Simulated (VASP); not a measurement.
# NaF (Fm-3m) in VASP: further runs, part 2 of 2

VASP 6.6.1.

## 4. Vibrations by perturbation theory, PBEsol

This run uses another cell than the first one, of 12.41 Å³/atom.

INCAR reads:

```
PREC     = Accurate       # precision mode
ENCUT    = 520            # plane-wave cutoff, eV
EDIFF    = 1E-8           # SCF threshold, eV
ISMEAR   = 0              # smearing method
SIGMA    = 0.01           # smearing width, eV
LREAL    = F              # projectors in reciprocal space
LASPH    = T              # aspherical terms in the spheres
NELM     = 60             # most SCF steps
ALGO     = Normal         # electronic algorithm
ISIF     = 2              # what is computed and relaxed
LWAVE    = F              # write WAVECAR
LCHARG   = F              # write CHGCAR
GGA      = PS             # functional
IBRION   = 8              # ionic algorithm
NSW      = 1              # ionic steps
```

KPOINTS reads:

```
regular mesh
0
Gamma
  8 8 8
```

POSCAR reads:

```
NaF
1.0
    2.3150961496      2.3150961496      0.0000000000
   -2.3150961496      2.3150961496      0.0000000000
    0.0000000000      2.3150961496      2.3150961496
Na F
1 1
Direct
    0.0000000000      0.0000000000      0.0000000000
    0.5000000000      0.5000000000      0.0000000000
```

Potentials or basis: VASP PAW PBE potentials, release 64 (Na_pv, F).

Started as:

```sh
cat potpaw_PBE.64/Na_pv/POTCAR potpaw_PBE.64/F/POTCAR > POTCAR
mpirun -np 1 vasp_std > vasp.out
```

OUTCAR:

```text
PREC = Accurate
   ENCUT = 520
   EDIFF = 1E-8
   ISMEAR = 0
   LREAL = F
   LASPH = T
   NELM = 60
   ISIF = 2
   GGA = PS
   IBRION = 8
   NSW = 1

 ion  position               nearest neighbor table
   1  0.000  0.000  0.000-   2 2.32   2 2.32   2 2.32   2 2.32   2 2.32   2 2.32
   2  0.500  0.500  0.000-   1 2.32   1 2.32   1 2.32   1 2.32   1 2.32   1 2.32

  LATTYP: Found a face centered cubic cell.
 ALAT       =     4.6301922992

  Lattice vectors:

 A1 = (   0.0000000000,   2.3150961496,   2.3150961496)
 A2 = (   2.3150961496,   0.0000000000,   2.3150961496)
 A3 = (   2.3150961496,   2.3150961496,   0.0000000000)

Analysis of symmetry for initial positions (statically):
=====================================================================
 Subroutine PRICEL returns:
 Original cell was already a primitive cell.

 Routine SETGRP: Setting up the symmetry group for a
 face centered cubic supercell.

[... 563 lines left out ...]

 INTERNAL STRAIN TENSOR  FOR ION    2  DIRECTION 1   (eV/Angst):
 -----------------------------------------------------------------------------
    -0.08436  0.00000 -0.00000
     0.00000  0.01148  0.00000
     0.00000  0.00000  0.01148

 INTERNAL STRAIN TENSOR FOR ION    2 for displacements in x,y,z  (eV/Angst):
          X           Y           Z          XY          YZ          ZX
  --------------------------------------------------------------------------------
  x     0.00000     0.00000     0.00000     0.00000     0.00000     0.00000
  y     0.00000     0.00000     0.00000     0.00000     0.00000     0.00000
  z     0.00000     0.00000     0.00000     0.00000     0.00000     0.00000

 SECOND DERIVATIVES (NOT SYMMETRIZED)
 ------------------------------------
               1X          1Y          1Z          2X          2Y          2Z
  1X    -2.246064    0.000000    0.000000    2.246064    0.000000    0.000000
  1Y     0.000000   -2.246064    0.000000    0.000000    2.246064    0.000000
  1Z     0.000000    0.000000   -2.246064    0.000000    0.000000    2.246064
  2X     2.215830   -0.000000    0.000000   -2.215830    0.000000   -0.000000
  2Y     0.000000    2.215830   -0.000000   -0.000000   -2.215830    0.000000
  2Z     0.000000    0.000000    2.215830   -0.000000   -0.000000   -2.215830

 Eigenvectors and eigenvalues of the dynamical matrix
 ----------------------------------------------------

   1 f  =    7.237641 THz    45.475440 2PiTHz  241.421722 cm-1    29.932465 meV
             X         Y         Z           dx          dy          dz
      0.000000  0.000000  0.000000     0.000000    0.675147    0.000000
      0.000000  2.315096  0.000000    -0.000000   -0.737683    0.000000
[... 21 lines left out ...]
   6 f/i=    0.024425 THz     0.153469 2PiTHz    0.814744 cm-1     0.101015 meV
             X         Y         Z           dx          dy          dz
      0.000000  0.000000  0.000000     0.049158    0.497244    0.542687
      0.000000  2.315096  0.000000     0.044991    0.455090    0.496681

--------------------------------------------------------------------------------------------------------

 ELASTIC MODULI CONTR FROM IONIC RELAXATION (kBar)
 Direction    XX          YY          ZZ          XY          YZ          ZX
 --------------------------------------------------------------------------------
 XX           0.0000      0.0000      0.0000      0.0000      0.0000      0.0000
 YY           0.0000      0.0000      0.0000      0.0000      0.0000      0.0000
 ZZ           0.0000      0.0000      0.0000      0.0000      0.0000      0.0000
 XY           0.0000      0.0000      0.0000      0.0000      0.0000      0.0000
 YZ           0.0000      0.0000      0.0000      0.0000      0.0000      0.0000
 ZX           0.0000      0.0000      0.0000      0.0000      0.0000      0.0000
 --------------------------------------------------------------------------------
```

OSZICAR:

```text
N       E                     dE             d eps       ncg     rms          rms(c)
DAV:   1     0.106982525040E+03    0.10698E+03   -0.80970E+03   661   0.153E+03
DAV:   2    -0.349248008918E+01   -0.11048E+03   -0.10209E+03   729   0.372E+02
DAV:   3    -0.947487689359E+01   -0.59824E+01   -0.59569E+01   749   0.853E+01
DAV:   4    -0.953790694494E+01   -0.63030E-01   -0.63023E-01   689   0.930E+00
[... 41 lines left out ...]
RMM:   8    -0.526898736556E+00   -0.60870E-05   -0.35708E-09  2163   0.479E-04    0.148E-05
RMM:   9    -0.526898401491E+00    0.33506E-06   -0.70299E-10  2457   0.126E-04    0.481E-06
RMM:  10    -0.526898391083E+00    0.10408E-07   -0.92022E-10  2343   0.426E-05    0.107E-06
RMM:  11    -0.526898379219E+00    0.11864E-07   -0.24753E-09  2274   0.278E-05    0.682E-07
RMM:  12    -0.526898372018E+00    0.72007E-08   -0.22599E-09  2050   0.245E-05    0.588E-08
 Linear response finished
```

stdout:

```text
POSCAR found type information on POSCAR NaF
 POSCAR found :  2 types and       2 ions
 scaLAPACK will be used
 -----------------------------------------------------------------------------
|                                                                             |
|                                                                             |
|     You enforced a specific xc type in the INCAR file but a different       |
|     I HOPE YOU KNOW WHAT YOU ARE DOING!                                     |
|                                                                             |
 -----------------------------------------------------------------------------

 LDA part: xc-table for (Slater+PW92), standard interpolation
 POSCAR, INCAR and KPOINTS ok, starting setup
 FFT: planning ... GRIDC
 FFT: planning ... GRID_SOFT
 FFT: planning ... GRID
 WAVECAR not read
 entering main loop
 Linear response reoptimize wavefunctions to high precision
 Linear response DOF=           2
 Linear response progress:
 first order change of Fermi-energy   0.27105E-04
 force on displaced ion       1 direction 1 :  -2.246  -0.000   0.000
 Linear response progress:
 first order change of Fermi-energy  -0.25850E-03
 force on displaced ion       2 direction 1 :  -2.216  -0.000  -0.000
 Linear response finished
```

It took 23 s on 1 thread of Intel Xeon 6975P-C (Granite Rapids), shared host; peak memory 0.17 GiB.

What came out:

```
Highest phonon frequency at Γ, LO-TO splitting left out : 241 cm⁻¹
```

Phonon frequencies in cm⁻¹ (negative: imaginary):
```
              q point           frequencies
(0.000, 0.000, 0.000)  -1 -1 -1 241 241 241
```

Caveat: the PAW data sets were made with another functional, which shifts forces and pressure a little.

## 5. Vibrations by perturbation theory, PBEsol

This run uses another cell than the first one, of 12.98 Å³/atom.

INCAR reads:

```
  PREC = Accurate
  ENCUT = 520
  EDIFF = 1E-8
  ISMEAR = 0
  SIGMA = 0.01
  LREAL = False
  LASPH = True
  NELM = 100
  ALGO = Normal
  ISIF = 2
  LWAVE = False
  LCHARG = False
  GGA = PS
  IBRION = 8
  NSW = 1
```

KPOINTS is that of step 4.

POSCAR reads:

```
NaF
1.0
    2.3499484554      2.3499484554      0.0000000000
   -2.3499484554      2.3499484554      0.0000000000
    0.0000000000      2.3499484554      2.3499484554
Na F
1 1
Direct
    0.0000000000      0.0000000000      0.0000000000
    0.5000000000      0.5000000000      0.0000000000
```

Potentials or basis: VASP PAW PBE potentials, release 64 (Na_pv, F).

Started as:

```sh
cat potpaw_PBE.64/Na_pv/POTCAR potpaw_PBE.64/F/POTCAR > POTCAR
mpirun -np 1 vasp_std > vasp.out
```

OUTCAR:

```text
PREC = Accurate
   ENCUT = 520
   EDIFF = 1E-8
   ISMEAR = 0
   LREAL = False
   LASPH = True
   NELM = 100
   ISIF = 2
   GGA = PS
   IBRION = 8
   NSW = 1

 ion  position               nearest neighbor table
   1  0.000  0.000  0.000-
   2  0.500  0.500  0.000-

  LATTYP: Found a face centered cubic cell.
 ALAT       =     4.6998969108

  Lattice vectors:

[... 589 lines left out ...]

 SECOND DERIVATIVES (NOT SYMMETRIZED)
 ------------------------------------
               1X          1Y          1Z          2X          2Y          2Z
  1X    -1.850126   -0.000000    0.000000    1.850126    0.000000   -0.000000
  1Y     0.000000   -1.850126   -0.000000   -0.000000    1.850126    0.000000
  1Z     0.000000   -0.000000   -1.850126   -0.000000    0.000000    1.850126
  2X     1.804890    0.000000    0.000000   -1.804890    0.000000    0.000000
  2Y     0.000000    1.804890    0.000000    0.000000   -1.804890    0.000000
  2Z     0.000000    0.000000    1.804890    0.000000    0.000000   -1.804890

 Eigenvectors and eigenvalues of the dynamical matrix
 ----------------------------------------------------

   1 f  =    6.548957 THz    41.148311 2PiTHz  218.449697 cm-1    27.084298 meV
             X         Y         Z           dx          dy          dz
      0.000000  0.000000  0.000000     0.000000   -0.677204    0.000000
      0.000000  2.349948  0.000000     0.000000    0.735795    0.000000
[... 21 lines left out ...]
   6 f/i=    0.040388 THz     0.253767 2PiTHz    1.347207 cm-1     0.167032 meV
             X         Y         Z           dx          dy          dz
      0.000000  0.000000  0.000000     0.703446    0.215773    0.000000
      0.000000  2.349948  0.000000     0.647431    0.198591    0.000000

--------------------------------------------------------------------------------------------------------

 ELASTIC MODULI CONTR FROM IONIC RELAXATION (kBar)
 Direction    XX          YY          ZZ          XY          YZ          ZX
 --------------------------------------------------------------------------------
 XX           0.0000      0.0000      0.0000      0.0000      0.0000      0.0000
 YY           0.0000      0.0000      0.0000      0.0000      0.0000      0.0000
 ZZ           0.0000      0.0000      0.0000      0.0000      0.0000      0.0000
 XY           0.0000      0.0000      0.0000      0.0000      0.0000      0.0000
 YZ           0.0000      0.0000      0.0000      0.0000      0.0000      0.0000
 ZX           0.0000      0.0000      0.0000      0.0000      0.0000      0.0000
 --------------------------------------------------------------------------------
```

stdout:

```text
POSCAR found type information on POSCAR NaF
 POSCAR found :  2 types and       2 ions
 scaLAPACK will be used
 -----------------------------------------------------------------------------
|                                                                             |
|                                                                             |
|     You enforced a specific xc type in the INCAR file but a different       |
|     I HOPE YOU KNOW WHAT YOU ARE DOING!                                     |
|                                                                             |
 -----------------------------------------------------------------------------

 LDA part: xc-table for (Slater+PW92), standard interpolation
 POSCAR, INCAR and KPOINTS ok, starting setup
 FFT: planning ... GRIDC
 FFT: planning ... GRID_SOFT
 FFT: planning ... GRID
 WAVECAR not read
 entering main loop
 Linear response reoptimize wavefunctions to high precision
 Linear response DOF=           2
 Linear response progress:
 first order change of Fermi-energy   0.25508E-04
 force on displaced ion       1 direction 1 :  -1.850  -0.000   0.000
 Linear response progress:
 first order change of Fermi-energy  -0.21719E-03
 force on displaced ion       2 direction 1 :  -1.805   0.000   0.000
 Linear response finished
```

Wall time 47 s (1 thread of Intel Xeon 6975P-C (Granite Rapids), shared host); peak memory 0.19 GiB.

Results:

- Highest phonon frequency at Γ, LO-TO splitting left out: 218 cm⁻¹

Phonon frequencies in cm⁻¹ (negative: imaginary):
```csv
q point,frequencies
"(0.000, 0.000, 0.000)",-1 -1 -1 218 218 218
```

Caveat: the cell stands under pressure or tension, which shifts response properties; the PAW data sets were made with another functional, which shifts forces and pressure a little.
